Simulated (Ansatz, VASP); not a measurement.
**One calculation of GdN, two programs**

```
Gd N
1.0
     0.00000    2.49950    2.49950
     2.49950    0.00000    2.49950
     2.49950    2.49950    0.00000
Gd N
1 1
Direct
  0.50000 0.50000 0.50000
  0.00000 0.00000 0.00000
```

Alike in both runs: task single point; functional LDA; k mesh 7 × 7 × 7; occupations gaussian, width 0.05 eV; collinear spin.

|  | VASP | Ansatz |
| --- | --- | --- |
| version | VASP 6.6.1 | Ansatz 0.2.0 |
| potentials or method | VASP PAW PBE potentials, release 64 (Gd, N), cutoff 600 eV | scalar-relativistic, plane waves, PAW |
| valence electrons in the cell | 23 | 23 |

|  | VASP | Ansatz | Ansatz less VASP |
| --- | --- | --- | --- |
| gap on the k mesh at the Fermi level (eV) | none | none | - |
| pressure (GPa) | -10.1 | -10.5 | -0.42 |
| net moment per atom (μB) | 3.50 | 3.50 | 0.000 |
| size of the moment on the site where the two differ most (μB) | 6.81 | 6.85 | +0.046 |

VASP's potentials were made for PBE, not for LDA. LDA's correlation is that of Perdew and Zunger in VASP and of Perdew and Wang (1992) in Ansatz. Site moments also hang on the region over which each program counts them. A gap of «none» marks a metal or a gap that the smearing closes.

Spin-orbit coupling is off throughout.
